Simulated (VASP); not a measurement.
# LiF (P6_3/mmc) in VASP: notebook

The runs below take LiF through single point, with PBE, HSE06.

Everything below comes from runs of VASP 6.6.1. Logs are shortened: lines on timing, memory, paths and dates and some standing lists are left out, and cuts for length are marked.

## Step 1: The cell of the first run

It takes space group P6_3/mmc (No. 194, hexagonal). Conventional cell: a = 3.280 Å, b = 3.280 Å, c = 4.000 Å, α = 90.00°, β = 90.00°, γ = 120.00°. Li (site symmetry -6m2) has 5 F at 1.89 to 2.00 Å within 2.5 Å. Within 2.5 Å of F (site symmetry -6m2) lie 5 Li at 1.89 to 2.00 Å.

## Step 2: Single point, PBE

INCAR

```
ALGO = Normal
EDIFF = 1E-6
ENCUT = 520
GGA = PE
ISIF = 2
ISMEAR = 0
LASPH = True
LCHARG = False
LREAL = False
LWAVE = False
NBANDS = 18
NELM = 100
PREC = Accurate
SIGMA = 0.01
```

KPOINTS

```
k-points
0
Gamma
  6 6 4
```

POSCAR

```
LiF
1.0
    3.2800798842      0.0000000000      0.0000000000
   -1.6400399421      2.8406325061      0.0000000000
    0.0000000000      0.0000000000      3.9995958328
Li F
2 2
Direct
    0.3333333333      0.6666666667      0.2500000000
    0.6666666667      0.3333333333      0.7500000000
    0.6666666667      0.3333333333      0.2500000000
    0.3333333333      0.6666666667      0.7500000000
```

Potentials or basis: VASP PAW PBE potentials, release 64 (Li_sv, F).

On the command line:

```
$ cat potpaw_PBE.64/Li_sv/POTCAR potpaw_PBE.64/F/POTCAR > POTCAR
$ mpirun -np 1 vasp_std > vasp.out
```

OUTCAR:

```text
EDIFF = 1E-6
   ENCUT = 520
   GGA = PE
   ISIF = 2
   ISMEAR = 0
   LASPH = True
   LREAL = False
   NELM = 100
   PREC = Accurate

 ion  position               nearest neighbor table
   1  0.333  0.667  0.250-   3 1.89   3 1.89   3 1.89   4 2.00   4 2.00
   2  0.667  0.333  0.750-   4 1.89   4 1.89   4 1.89   3 2.00   3 2.00
   3  0.667  0.333  0.250-   1 1.89   1 1.89   1 1.89   2 2.00   2 2.00
   4  0.333  0.667  0.750-   2 1.89   2 1.89   2 1.89   1 2.00   1 2.00

  LATTYP: Found a hexagonal cell.
 ALAT       =     3.2800798842
 C/A-ratio  =     1.2193592760

  Lattice vectors:

 A1 = (   3.2800798842,   0.0000000000,   0.0000000000)
 A2 = (  -1.6400399421,   2.8406325061,   0.0000000000)
 A3 = (   0.0000000000,   0.0000000000,   3.9995958328)

Analysis of symmetry for initial positions (statically):
=====================================================================
 Subroutine PRICEL returns:
 Original cell was already a primitive cell.

 Routine SETGRP: Setting up the symmetry group for a
 hexagonal supercell.

 Subroutine GETGRP returns: Found 24 space group operations
 (whereof 12 operations were pure point group operations)
 out of a pool of 24 trial point group operations.

The static configuration has the point symmetry D_3d.
 The point group associated with its full space group is D_6h.

Analysis of symmetry for dynamics (positions and initial velocities):
=====================================================================
 Subroutine PRICEL returns:
 Original cell was already a primitive cell.

 Routine SETGRP: Setting up the symmetry group for a
 hexagonal supercell.

 Subroutine GETGRP returns: Found 24 space group operations
 (whereof 12 operations were pure point group operations)
 out of a pool of 24 trial point group operations.

The dynamic configuration has the point symmetry D_3d.
 The point group associated with its full space group is D_6h.

 Subroutine INISYM returns: Found 24 space group operations
 (whereof 12 operations are pure point group operations),
 and found     1 'primitive' translations

----------------------------------------------------------------------------------------

                                     Primitive cell

  volume of cell :      37.2662

  direct lattice vectors                    reciprocal lattice vectors
[... 86 lines left out ...]
   NELM   =    100;   NELMIN=  2; NELMDL= -5     # of ELM steps
   EDIFF  = 0.1E-05   stopping-criterion for ELM
   LREAL  =      F    real-space projection
   EDIFFG = 0.1E-04   stopping-criterion for IOM
   NSW    =      0    number of steps for IOM
   IBRION =     -1    ionic relax: 0-MD 1-quasi-New 2-CG
   NFREE  =      0    steps in history (QN), initial steepest desc. (CG)
   ISIF   =      2    stress and relaxation
   ISYM   =      2    0-nonsym 1-usesym 2-fastsym
   POTIM  = 0.5000    time-step for ionic-motion
   TEBEG  =    0.0;   TEEND  =   0.0 temperature during run
   PSTRESS=    0.0 pullay stress
   NELECT =      20.0000    total number of electrons
   NUPDOWN=      -1.0000    fix difference up-down
   EMIN   =  10.00;   EMAX   =-10.00  energy-range for DOS
   EFERMI =   0.00;   METHOD = LEGACY
   ISMEAR =     0;   SIGMA  =   0.01  broadening in eV -4-tet -1-fermi 0-gaus
   EFERMI_NEDOS =   21; number of points for ismear=-14 and -15
   IALGO  =     38    algorithm
   IMIX   =      4    mixing-type and parameters
     AMIX     =   0.40;   BMIX     =  1.00
     AMIX_MAG =   1.60;   BMIX_MAG =  1.00
  volume/ion in A,a.u.               =       9.32        62.87
  Fermi-wavevector in a.u.,A,eV,Ry     =   1.330392  2.514076 24.081536  1.769943
  Thomas-Fermi vector in A             =   2.459482
   LORBIT       =      0    0 simple, 1 ext, 2 COOP (PROOUT), +10 PAW based schemes
   GGA     = PE    functional components
   LHFCALC =     F    Hartree Fock is set to
   AEXX    =    0.0000 exact exchange contribution
   IVDW    =     0    specifies the selected vdW correction
   LEPSILON=     F    determine dielectric tensor
   LRPA    =     F    only Hartree local field effects (RPA)
 non-spin polarized calculation
 Gauss-broadening in eV      SIGMA  =   0.01
  energy-cutoff  :      520.00
  volume of cell :       37.27
 maximum number of plane-waves:      1032
   NGX = 13   NGY = 13   NGZ = 15

 number of electron      19.9999999 magnetization

 Free energy of the ion-electron system (eV)
  ---------------------------------------------------
  ext. energy  EPLUGINS =         0.00000000
  ---------------------------------------------------
  free energy    TOTEN  =       -19.26218982 eV

  energy without entropy =      -19.26218982  energy(sigma->0) =      -19.26218982

 E-fermi :  -1.7292     XC(G=0):  -9.1408

 val. band max:       -1.7786153287   @ k =   0.0000   0.0000   0.0000
 cond. band min:       6.0370150866   @ k =   0.0000   0.0000   0.0000
 fundamental gap:      7.8156304153
 Fermi energy:        -1.7291553576

 k-point     1 :       0.0000    0.0000    0.0000
  band No.  band energies     occupation
      1     -42.6091      2.00000
      2     -42.5273      2.00000
      3     -21.6930      2.00000
      4     -21.0281      2.00000
      5      -4.6723      2.00000
      6      -3.0511      2.00000
[... 418 lines left out ...]
      5      -3.7498      2.00000
      6      -3.7498      2.00000
[... 10 lines left out ...]
     17      18.7957      0.00000
     18      18.7957      0.00000

------------------------ aborting loop because EDIFF is reached ----------------------------------------

  FORCE on cell =-STRESS in cart. coord.  units (eV):
  Direction    XX          YY          ZZ          XY          YZ          ZX
  --------------------------------------------------------------------------------------
  -------------------------------------------------------------------------------------
  Total        0.6799683      0.6799683      0.7765917      0.0000000      0.0000000      0.0000000
  in kB       29.2336901     29.2336901     33.3877951      0.0000000      0.0000000      0.0000000
  external PRESSURE =      30.6183918 kB  Pullay stress =       0.0000000 kB

 VOLUME and BASIS-vectors are now :
 -----------------------------------------------------------------------------
  energy-cutoff  :      520.00
  volume of cell :       37.27
      direct lattice vectors                 reciprocal lattice vectors
     3.280079884  0.000000000  0.000000000     0.304870624  0.176017137  0.000000000
    -1.640039942  2.840632506  0.000000000     0.000000000  0.352034273  0.000000000
     0.000000000  0.000000000  3.999595833     0.000000000  0.000000000  0.250025263

 POSITION                                       TOTAL-FORCE (eV/Angst)
 -----------------------------------------------------------------------------------
     -0.00000      1.89376      0.99990         0.000000      0.000000      0.000000
      1.64004      0.94688      2.99970        -0.000000      0.000000      0.000000
      1.64004      0.94688      0.99990        -0.000000      0.000000      0.000000
     -0.00000      1.89376      2.99970         0.000000     -0.000000      0.000000
 -----------------------------------------------------------------------------------
    total drift:                               -0.000000     -0.000000     -0.000000

  FREE ENERGIE OF THE ION-ELECTRON SYSTEM (eV)
  ---------------------------------------------------
  free  energy   TOTEN  =       -19.2621898221 eV

  energy  without entropy=      -19.2621898221  energy(sigma->0) =      -19.26218982
```

OSZICAR:

```text
N       E                     dE             d eps       ncg     rms          rms(c)
DAV:   1     0.116785278060E+03    0.11679E+03   -0.10978E+04   764   0.121E+03
DAV:   2    -0.104809495609E+02   -0.12727E+03   -0.12453E+03   864   0.296E+02
DAV:   3    -0.204338134491E+02   -0.99529E+01   -0.98770E+01  1370   0.609E+01
DAV:   4    -0.206404432677E+02   -0.20663E+00   -0.20630E+00   938   0.839E+00
DAV:   5    -0.206420876561E+02   -0.16444E-02   -0.16440E-02   942   0.762E-01    0.713E+00
DAV:   6    -0.192256066141E+02    0.14165E+01   -0.36453E+00   790   0.147E+01    0.217E+00
DAV:   7    -0.192343928897E+02   -0.87863E-02   -0.90286E-02   942   0.218E+00    0.142E+00
DAV:   8    -0.192617433317E+02   -0.27350E-01   -0.50655E-02   820   0.217E+00    0.332E-01
DAV:   9    -0.192611893804E+02    0.55395E-03   -0.47307E-03  1022   0.617E-01    0.102E-01
DAV:  10    -0.192622123488E+02   -0.10230E-02   -0.14854E-03   790   0.262E-01    0.602E-02
DAV:  11    -0.192621863090E+02    0.26040E-04   -0.76456E-05   952   0.777E-02    0.154E-02
DAV:  12    -0.192621904486E+02   -0.41396E-05   -0.10113E-05   832   0.279E-02    0.267E-03
DAV:  13    -0.192621898221E+02    0.62647E-06   -0.57717E-07   824   0.525E-03
   1 F= -.19262190E+02 E0= -.19262190E+02  d E =-.931034E-15
```

It took 9.3 s on 1 thread of Intel Xeon Platinum 8559C (Emerald Rapids), shared host; peak memory 0.14 GiB.

What came out:

```yaml
Free_energy: -19.2622 eV
Band_gap_on_the_k_mesh: 7.82 eV
```

Levels at points of the mesh, in eV from the valence-band top:
```tsv
k point	band 8	band 9	band 10	band 11	band 12	band 13
(0.00, 0.00, 0.00)	-0.48	-0.48	0.00	7.82	14.80	16.41
(0.50, 0.00, 0.00)	-1.03	-0.90	-0.48	10.47	13.61	15.18
(0.00, 0.00, 0.50)	-0.87	-0.87	-0.87	10.33	10.33	16.88
(0.50, 0.00, 0.50)	-1.19	-0.40	-0.40	11.00	11.00	15.75
```

Caveat: the cutoff is under 1.25 times the usual one of these potentials, so pressure, stress and relaxed cells hold a basis-set (Pulay) error.

## Step 3: Single point, HSE06

POSCAR is that of step 2.

INCAR.step1

```
  PREC = Accurate
  ENCUT = 520
  EDIFF = 1E-5
  ISMEAR = 0
  SIGMA = 0.01
  LREAL = False
  LASPH = True
  NELM = 100
  ALGO = Normal
  ISIF = 2
  LWAVE = True
  NBANDS = 18
  GGA = PE
```

INCAR.step2

```
  PREC = Accurate
  ENCUT = 520
  EDIFF = 1E-6
  ISMEAR = 0
  SIGMA = 0.01
  LREAL = False
  LASPH = True
  NELM = 100
  ALGO = Normal
  ISIF = 2
  LWAVE = False
  LCHARG = True
  GGA = PE
  LHFCALC = True
  HFSCREEN = 0.2079
  PRECFOCK = Normal
  LELF = True
  LVHAR = True
  NBANDS = 18
  ISTART = 1
```

KPOINTS

```
regular mesh
0
Gamma
  6 6 4
```

Potentials or basis: VASP PAW PBE potentials, release 64 (Li_sv, F).

On the command line:

```
$ cat potpaw_PBE.64/Li_sv/POTCAR potpaw_PBE.64/F/POTCAR > POTCAR
$ cp INCAR.step1 INCAR
$ mpirun -np 1 vasp_std > vasp.out
$ cp INCAR.step2 INCAR
$ mpirun -np 1 vasp_std > vasp.out
```

Run time: 30 min. Hardware: 1 thread of Intel Xeon Platinum 8559C (Emerald Rapids), shared host; peak memory 0.25 GiB.

Results (log left out):

```
Free energy            : -22.7538 eV
Band gap on the k mesh : 9.96 eV
```

Levels at points of the mesh, in eV from the valence-band top:
| k point | band 8 | band 9 | band 10 | band 11 | band 12 | band 13 |
| --- | --- | --- | --- | --- | --- | --- |
| (0.00, 0.00, 0.00) | -0.51 | -0.51 | 0.00 | 9.96 | 17.28 | 18.75 |
| (0.50, 0.00, 0.00) | -1.09 | -0.94 | -0.50 | 12.67 | 16.05 | 17.45 |
| (0.00, 0.00, 0.50) | -0.92 | -0.92 | -0.92 | 12.56 | 12.56 | 19.28 |
| (0.50, 0.00, 0.50) | -1.24 | -0.41 | -0.41 | 13.23 | 13.23 | 18.25 |

Caveat: the cutoff is under 1.25 times the usual one of these potentials, so pressure, stress and relaxed cells hold a basis-set (Pulay) error; the PAW data sets were made with another functional, which shifts forces and pressure a little.
